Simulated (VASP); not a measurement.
# Si16O (a cell with a defect) in VASP: a series of runs

Si16O (a cell with a defect) is run at these levels: PBE; tasks: single point.

All numbers are computed with VASP 6.6.1; they aren't measurements. Logs are shortened: lines on timing, memory, paths and dates and some standing lists are left out, and cuts for length are marked.

## Step 1: The cell of the first run

The cell holds a defect, 17 atoms: a = 7.679 Å, b = 7.679 Å, c = 7.679 Å, α = 60.00°, β = 60.00°, γ = 60.00°.

## Step 2: Single point, PBE, collinear spin, ferromagnetic start

INCAR

```
PREC     = Accurate       # precision mode
ENCUT    = 520            # plane-wave cutoff, eV
EDIFF    = 1E-7           # SCF threshold, eV
ISMEAR   = -1             # smearing method
SIGMA    = 0.05           # smearing width, eV
LREAL    = Auto         
LASPH    = True           # aspherical terms in the spheres
NELM     = 150            # most SCF steps
ALGO     = Normal         # electronic algorithm
ISIF     = 2              # what is computed and relaxed
LWAVE    = False          # write WAVECAR
LCHARG   = False          # write CHGCAR
ISPIN    = 2              # spin polarisation
MAGMOM   = 0 0 0 0 0 0 0 0 0 0 0 0 0 0 0 0 1 # initial moments
LORBIT   = 11             # projections on sites
GGA      = PE             # functional
NBANDS   = 53             # bands
```

KPOINTS

```
Automatic mesh
0
Gamma
  2 2 2
```

POSCAR

```
Si16O
1.0
    0.0000000000      5.4300000000      5.4300000000
    5.4300000000      0.0000000000      5.4300000000
    5.4300000000      5.4300000000      0.0000000000
Si O
16 1
Direct
    0.1080018416     -0.0441528545      0.0135635359
    0.1993093923      0.1324401473      0.1229005525
   -0.0184162063      0.0427624309      0.5132044199
    0.0818508287      0.1933425414      0.6424953959
    0.0164456722      0.5378821363     -0.0211602210
    0.1523848987      0.5984622468      0.1675966851
   -0.0491068140      0.5973756906      0.4912246777
    0.0790791897      0.6848066298      0.6184162063
    0.5817771639     -0.1156077348      0.0153683241
    0.7789226519     -0.0827716390      0.1507090239
    0.5941804788     -0.0700920810      0.4680110497
    0.6113812155      0.0987661142      0.6699263352
    0.4921362799      0.3374401473      0.0850644567
    0.6572559853      0.5230386740      0.1477348066
    0.4993370166      0.4506998158      0.5074217311
    0.5513167587      0.5701933702      0.6992541436
    0.3474769797      0.0541436464      0.4593738490
```

Potentials or basis: VASP PAW PBE potentials, release 64 (Si, O).

Started as:

```sh
$ cat potpaw_PBE.64/Si/POTCAR potpaw_PBE.64/O/POTCAR > POTCAR
$ mpirun -np 1 vasp_std > vasp.out
```

OUTCAR:

```text
PREC = Accurate
   ENCUT = 520
   EDIFF = 1E-7
   ISMEAR = -1
   LREAL = Auto
   LASPH = True
   NELM = 150
   ISIF = 2
   ISPIN = 2
   LORBIT = 11
   GGA = PE

 ion  position               nearest neighbor table
   1  0.108  0.956  0.014-   6 2.30  10 2.31   2 2.39   4 2.55
   2  0.199  0.132  0.123-   1 2.39   3 2.52   9 2.55   5 2.57
   3  0.982  0.043  0.513-   8 2.26  12 2.36   4 2.39   2 2.52
   4  0.082  0.193  0.642-  17 1.93   3 2.39   7 2.54   1 2.55
   5  0.016  0.538  0.979-   8 2.29  14 2.43   6 2.47   2 2.57   9 3.04  10 3.11
   6  0.152  0.598  0.168-   7 2.17   1 2.30  13 2.37   5 2.47  10 2.70
   7  0.951  0.597  0.491-   8 2.16   6 2.17   4 2.54  11 2.66  16 2.72  10 2.90
   8  0.079  0.685  0.618-   7 2.16   3 2.26   5 2.29  15 2.71
   9  0.582  0.884  0.015-  12 2.28  14 2.29  10 2.38   2 2.55   5 3.04
  10  0.779  0.917  0.151-  11 2.15   1 2.31   9 2.38   6 2.70  13 2.81   7 2.90   5 3.11
  11  0.594  0.930  0.468-  17 1.66  10 2.15  16 2.51  12 2.55   7 2.66  13 3.12
  12  0.611  0.099  0.670-  15 2.23   9 2.28   3 2.36  11 2.55
  13  0.492  0.337  0.085-   6 2.37  16 2.52  14 2.64  10 2.81  11 3.12
  14  0.657  0.523  0.148-  15 2.28   9 2.29   5 2.43  13 2.64
  15  0.499  0.451  0.507-  12 2.23  14 2.28  16 2.34   8 2.71
  16  0.551  0.570  0.699-  15 2.34  11 2.51  13 2.52   7 2.72
  17  0.347  0.054  0.459-  11 1.66   4 1.93

  LATTYP: Found a face centered cubic cell.
 ALAT       =    10.8600000000

  Lattice vectors:

 A1 = (   0.0000000000,   5.4300000000,   5.4300000000)
 A2 = (   5.4300000000,   0.0000000000,   5.4300000000)
 A3 = (   5.4300000000,   5.4300000000,   0.0000000000)

Analysis of symmetry for initial positions (statically):
=====================================================================
 Subroutine PRICEL returns:
 Original cell was already a primitive cell.

 Routine SETGRP: Setting up the symmetry group for a
 face centered cubic supercell.

 Subroutine GETGRP returns: Found  1 space group operations
 (whereof  1 operations were pure point group operations)
 out of a pool of 48 trial point group operations.

The static configuration has the point symmetry C_1 .

Analysis of symmetry for dynamics (positions and initial velocities):
=====================================================================
 Subroutine PRICEL returns:
 Original cell was already a primitive cell.

 Routine SETGRP: Setting up the symmetry group for a
 face centered cubic supercell.

 Subroutine GETGRP returns: Found  1 space group operations
 (whereof  1 operations were pure point group operations)
 out of a pool of 48 trial point group operations.

The dynamic configuration has the point symmetry C_1 .

Analysis of structural, dynamic, and magnetic symmetry:
[... 171 lines left out ...]

  energy without entropy =      -86.74189575  energy(sigma->0) =      -86.76445611

 E-fermi :   5.9930     XC(G=0):  -9.6424

 val. band max:        5.9697429940   @ k =   0.5000   0.0000   0.0000
 cond. band min:       6.0238796214   @ k =   0.0000   0.5000   0.0000
 fundamental gap:      0.0541366274
 Fermi energy:         5.9930128293

 spin component 1

 k-point     1 :       0.0000    0.0000    0.0000
  band No.  band energies     occupation
      1     -13.5326      1.00000
      2      -6.1452      1.00000
      3      -4.3050      1.00000
      4      -4.0750      1.00000
      5      -3.6193      1.00000
      6      -3.1898      1.00000
[... 389 lines left out ...]
     46       9.5116      0.00000
     47       9.8594      0.00000
 Fermi energy:         5.9930128293

 spin component 2

 k-point     1 :       0.0000    0.0000    0.0000
  band No.  band energies     occupation
      1     -13.5326      1.00000
      2      -6.1452      1.00000
      3      -4.3050      1.00000
      4      -4.0750      1.00000
      5      -3.6193      1.00000
      6      -3.1898      1.00000
[... 389 lines left out ...]
     46       9.5116      0.00000
     47       9.8594      0.00000
 [bands above 47 left out]

------------------------ aborting loop because EDIFF is reached ----------------------------------------

  FORCE on cell =-STRESS in cart. coord.  units (eV):
  Direction    XX          YY          ZZ          XY          YZ          ZX
  --------------------------------------------------------------------------------------
  -------------------------------------------------------------------------------------
  Total        3.4995386      4.8242708      1.5642962      3.6090636     -1.4418687     -2.1193857
  in kB       17.5102316     24.1386387      7.8270855     18.0582487     -7.2145096    -10.6045222
  external PRESSURE =      16.4919853 kB  Pullay stress =       0.0000000 kB

 VOLUME and BASIS-vectors are now :
 -----------------------------------------------------------------------------
  energy-cutoff  :      520.00
  volume of cell :      320.21
      direct lattice vectors                 reciprocal lattice vectors
     0.000000000  5.430000000  5.430000000    -0.092081031  0.092081031  0.092081031
     5.430000000  0.000000000  5.430000000     0.092081031 -0.092081031  0.092081031
     5.430000000  5.430000000  0.000000000     0.092081031  0.092081031 -0.092081031

 POSITION                                       TOTAL-FORCE (eV/Angst)
 -----------------------------------------------------------------------------------
      5.26390      0.66010      5.77670         0.044475     -1.045286      1.350793
      1.38650      1.74960      1.80140         0.443101      0.085009     -0.520444
      3.01890      8.11670      5.56220         0.461445     -0.846888      1.271934
      4.53860      3.93320      1.49430        -1.927583      0.826804     -0.162647
      8.23580      5.40440      3.01000         0.027156      1.521176     -1.395523
      4.15970      1.73750      4.07710        -2.437632     -0.947222      0.741981
[... 9 lines left out ...]
      6.89310      6.79060      6.08980         0.008402      0.876619      0.949194
      2.78840      4.38120      2.18080         2.297957     -0.821910     -0.042960
 -----------------------------------------------------------------------------------
    total drift:                                0.005606     -0.001692     -0.003087

  FREE ENERGIE OF THE ION-ELECTRON SYSTEM (eV)
  ---------------------------------------------------
  free  energy   TOTEN  =       -86.7870164754 eV

  energy  without entropy=      -86.7418957532  energy(sigma->0) =      -86.76445611

 total charge

# of ion       s       p       d       tot
------------------------------------------
    1        0.766   0.896   0.000   1.662
    2        0.779   0.808   0.000   1.587
    3        0.765   0.906   0.000   1.671
    4        0.786   0.748   0.000   1.535
    5        0.766   0.858   0.000   1.624
    6        0.766   0.928   0.000   1.694
[... 9 lines left out ...]
   16        0.805   0.802   0.000   1.606
   17        1.580   3.479   0.000   5.059
--------------------------------------------------
tot         13.979  17.506   0.000  31.485

 magnetization (x)

# of ion       s       p       d       tot
------------------------------------------
    1       -0.000  -0.000   0.000  -0.000
    2        0.000   0.000   0.000   0.000
    3        0.000   0.000   0.000   0.000
    4        0.000   0.000   0.000   0.000
    5        0.000   0.000   0.000   0.000
    6       -0.000  -0.000   0.000  -0.000
[... 9 lines left out ...]
   16        0.000   0.000   0.000   0.000
   17        0.000  -0.000   0.000  -0.000
--------------------------------------------------
tot          0.000   0.000   0.000   0.000
```

stdout:

```text
POSCAR found type information on POSCAR SiO
 POSCAR found :  2 types and      17 ions
 scaLAPACK will be used
 LDA part: xc-table for (Slater+PW92), standard interpolation
 POSCAR, INCAR and KPOINTS ok, starting setup
 FFT: planning ... GRIDC
 FFT: planning ... GRID_SOFT
 FFT: planning ... GRID
 WAVECAR not read
 entering main loop
```

Run time: 17 min. Hardware: 1 thread of Intel Xeon Platinum 8488C (Sapphire Rapids), shared host; peak memory 0.71 GiB.

What came out:

```yaml
Free_energy: -86.7870 eV
Pressure: 1.6 GPa
Largest_force: 3.855 eV/Å
Band_gap_on_the_k_mesh: zero (filled and empty bands overlap)
Net_moment: 0.00 μB per cell
Valence_electrons_inside_the_program's_atomic_spheres: Si 1.66, 1.59, 1.67, 1.53, 1.62, 1.69, 1.72, 1.70, 1.65, 1.56, 1.68, 1.61 (each value once); O 5.06
```

Forces on the atoms (eV/Å):
```
Si   0.044 -1.045  1.351
Si   0.443  0.085 -0.520
Si   0.461 -0.847  1.272
Si  -1.928  0.827 -0.163
Si   0.027  1.521 -1.396
Si  -2.438 -0.947  0.742
Si  -0.027  0.090 -3.854
Si  -0.231  2.445  1.528
Si   1.619 -0.642 -0.165
Si  -0.913 -1.879  1.484
Si   2.810  1.332 -1.957
Si  -2.314 -0.106 -0.323
Si  -0.590  0.522  1.418
Si  -1.171 -0.491 -0.495
Si   1.900 -0.919  0.173
Si   0.008  0.877  0.949
O    2.298 -0.822 -0.043
```

Stress tensor (GPa, compression positive):
```
 1.75  1.81 -1.06
 1.81  2.41 -0.72
-1.06 -0.72  0.78
```

Levels at points of the mesh, in eV from the Fermi level:
Spin up:
```
           k point  band 32  band 33  band 34  band 35  band 36  band 37  band 38  band 39
(0.00, 0.00, 0.00)    -0.48    -0.31    -0.27    -0.19    -0.04     0.25     0.48     0.72
(0.50, 0.00, 0.00)    -0.81    -0.70    -0.55    -0.02     0.27     0.49     0.90     1.01
(0.00, 0.50, 0.00)    -0.97    -0.77    -0.45     0.03     0.29     0.64     1.16     1.52
(0.00, 0.00, 0.50)    -1.00    -0.88    -0.42    -0.11     0.41     0.69     1.34     1.39
(0.50, 0.50, 0.50)    -0.97    -0.85    -0.64    -0.48    -0.03     0.68     1.11     1.47
(0.50, 0.50, 0.00)    -1.02    -0.83    -0.76    -0.58     0.40     0.83     1.32     1.54
(0.00, 0.50, 0.50)    -1.10    -0.90    -0.68    -0.37     0.74     1.22     1.39     1.55
(0.50, 0.00, 0.50)    -1.13    -0.90    -0.61    -0.09     1.05     1.17     1.59     1.78
```
Spin down:
```csv
k point,band 33,band 34,band 35,band 36,band 37,band 38
"(0.00, 0.00, 0.00)",-0.31,-0.27,-0.19,-0.04,0.25,0.48
"(0.50, 0.00, 0.00)",-0.70,-0.55,-0.02,0.27,0.49,0.90
"(0.00, 0.50, 0.00)",-0.77,-0.45,0.03,0.29,0.64,1.16
"(0.00, 0.00, 0.50)",-0.88,-0.42,-0.11,0.41,0.69,1.34
"(0.50, 0.50, 0.50)",-0.85,-0.64,-0.48,-0.03,0.68,1.11
"(0.50, 0.50, 0.00)",-0.83,-0.76,-0.58,0.40,0.83,1.32
"(0.00, 0.50, 0.50)",-0.90,-0.68,-0.37,0.74,1.22,1.39
"(0.50, 0.00, 0.50)",-0.90,-0.61,-0.09,1.05,1.17,1.59
```

Caveat: the k points lie up to 0.50 Å⁻¹ apart; the atoms stand as in a frame of molecular dynamics.

## Step 3: Single point, PBE, collinear spin, ferromagnetic start

INCAR

```
ALGO     = Normal         # electronic algorithm
EDIFF    = 1E-6           # SCF threshold, eV
ENCUT    = 520            # plane-wave cutoff, eV
GGA      = PE             # functional
ISIF     = 2              # what is computed and relaxed
ISMEAR   = -1             # smearing method
ISPIN    = 2              # spin polarisation
LASPH    = T              # aspherical terms in the spheres
LCHARG   = F              # write CHGCAR
LORBIT   = 11             # projections on sites
LREAL    = Auto         
LWAVE    = F              # write WAVECAR
MAGMOM   = 0 0 0 0 0 0 0 0 0 0 0 0 0 0 0 0 1 # initial moments
NBANDS   = 53             # bands
NELM     = 150            # most SCF steps
PREC     = Accurate       # precision mode
SIGMA    = 0.05           # smearing width, eV
```

KPOINTS

```
k-points
0
Gamma
  2 2 2
```

POSCAR

```
Si16O
1.0
    0.0000000000      5.4300000000      5.4300000000
    5.4300000000      0.0000000000      5.4300000000
    5.4300000000      5.4300000000      0.0000000000
Si O
16 1
Direct
    0.0974033149     -0.0279373849     -0.0031307551
    0.1769244936      0.0766482505      0.2026151013
    0.0006998158     -0.0625966851      0.5731860037
    0.1235267035      0.1255709024      0.6584990792
    0.0085819521      0.4735174954      0.0281031308
    0.1179742173      0.5900184162      0.1774585635
   -0.0615101289      0.5664640884      0.5233701657
    0.1279005525      0.5654143646      0.6569244936
    0.5756998158     -0.0986279926      0.0204511971
    0.7101749540      0.0516114180      0.1181491713
    0.5581952118     -0.0136832413      0.4838858195
    0.6192357274      0.0905801105      0.6748526703
    0.5366850829      0.4177532228     -0.0021178637
    0.6504327808      0.5602486188      0.0938950276
    0.5326611418      0.4493093923      0.4754604052
    0.5611694291      0.6134714549      0.6194014733
    0.3476979742      0.1889686924      0.4431123389
```

Potentials or basis: VASP PAW PBE potentials, release 64 (Si, O).

Started as:

```sh
$ cat potpaw_PBE.64/Si/POTCAR potpaw_PBE.64/O/POTCAR > POTCAR
$ mpirun -np 1 vasp_std > vasp.out
```

Run time: 13 min. Hardware: 1 thread of Oxide Virtual Turin-like, shared host; peak memory 0.67 GiB.

The run converged. Its results:

```
Free energy                                           : -88.6784 eV
Pressure                                              : 2.6 GPa
Largest force                                         : 3.672 eV/Å
Band gap on the k mesh                                : 0.06 eV
Net moment                                            : 0.00 μB per cell
Valence electrons inside the program's atomic spheres : Si 1.67, 1.60, 1.65, 1.59, 1.66, 1.63, 1.71, 1.70, 1.69, 1.73, 1.75 (each value once); O 5.13
```

Forces on the atoms (eV/Å):
```
Si   1.091  1.554 -1.409
Si  -1.108 -1.132  0.216
Si   0.629  0.050  1.339
Si  -0.419 -2.546  0.927
Si  -0.790  1.300 -0.444
Si  -1.449 -0.344  2.158
Si  -1.087 -1.200 -2.908
Si   0.611  2.069  2.011
Si   3.188 -0.605  0.215
Si  -1.280  0.522  0.689
Si  -2.155  1.563 -0.882
Si  -1.342  0.478  0.987
Si   0.176 -2.489 -1.192
Si   0.265  1.779 -0.289
Si  -0.228 -1.627 -1.475
Si   2.376  1.941  2.018
O    1.522 -1.314 -1.961
```

Stress tensor (GPa, compression positive):
```
2.69 2.56 0.61
2.56 4.13 0.71
0.61 0.71 0.94
```

Levels at points of the mesh, in eV from the valence-band top:
Spin up:
| k point | band 32 | band 33 | band 34 | band 35 | band 36 | band 37 | band 38 | band 39 |
| --- | --- | --- | --- | --- | --- | --- | --- | --- |
| (0.00, 0.00, 0.00) | -0.83 | -0.73 | -0.38 | -0.12 | 0.06 | 0.25 | 0.39 | 0.65 |
| (0.50, 0.00, 0.00) | -1.24 | -1.11 | -0.99 | 0.00 | 0.51 | 0.69 | 0.80 | 0.99 |
| (0.00, 0.50, 0.00) | -1.45 | -1.23 | -0.74 | -0.49 | 0.45 | 0.78 | 1.02 | 1.19 |
| (0.00, 0.00, 0.50) | -1.38 | -1.02 | -0.62 | -0.49 | 0.84 | 0.98 | 1.02 | 1.15 |
| (0.50, 0.50, 0.50) | -1.04 | -0.99 | -0.71 | -0.64 | 0.29 | 0.65 | 1.09 | 1.34 |
| (0.50, 0.50, 0.00) | -1.44 | -1.43 | -1.08 | -0.96 | 0.68 | 1.10 | 1.49 | 1.67 |
| (0.00, 0.50, 0.50) | -1.55 | -1.29 | -1.13 | -0.67 | 0.56 | 1.00 | 1.36 | 1.71 |
| (0.50, 0.00, 0.50) | -1.63 | -1.06 | -1.00 | -0.74 | 0.63 | 0.95 | 1.47 | 1.70 |
Spin down:
```csv
k point,band 31,band 32,band 33,band 34,band 35,band 36,band 37,band 38,band 39,band 40
"(0.00, 0.00, 0.00)",-0.95,-0.83,-0.73,-0.38,-0.12,0.06,0.25,0.39,0.65,0.79
"(0.50, 0.00, 0.00)",-1.62,-1.24,-1.11,-0.99,0.00,0.51,0.69,0.80,0.99,1.09
"(0.00, 0.50, 0.00)",-1.68,-1.45,-1.23,-0.74,-0.49,0.45,0.78,1.02,1.19,1.35
"(0.00, 0.00, 0.50)",-1.70,-1.38,-1.02,-0.62,-0.49,0.84,0.98,1.02,1.15,1.36
"(0.50, 0.50, 0.50)",-1.46,-1.04,-0.99,-0.71,-0.64,0.29,0.65,1.09,1.34,1.39
"(0.50, 0.50, 0.00)",-1.65,-1.44,-1.43,-1.08,-0.96,0.68,1.10,1.49,1.67,1.91
"(0.00, 0.50, 0.50)",-1.70,-1.55,-1.29,-1.13,-0.67,0.56,1.00,1.36,1.71,1.96
"(0.50, 0.00, 0.50)",-1.82,-1.63,-1.06,-1.00,-0.74,0.63,0.95,1.47,1.70,1.87
```

Caveat: the k points lie up to 0.50 Å⁻¹ apart; the atoms stand as in a frame of molecular dynamics; semilocal functionals underestimate gaps, and a narrow one can read as zero.

[end of part 1 of 2]

The gap in the log of VASP goes by the Fermi energy; the results here count the filled bands.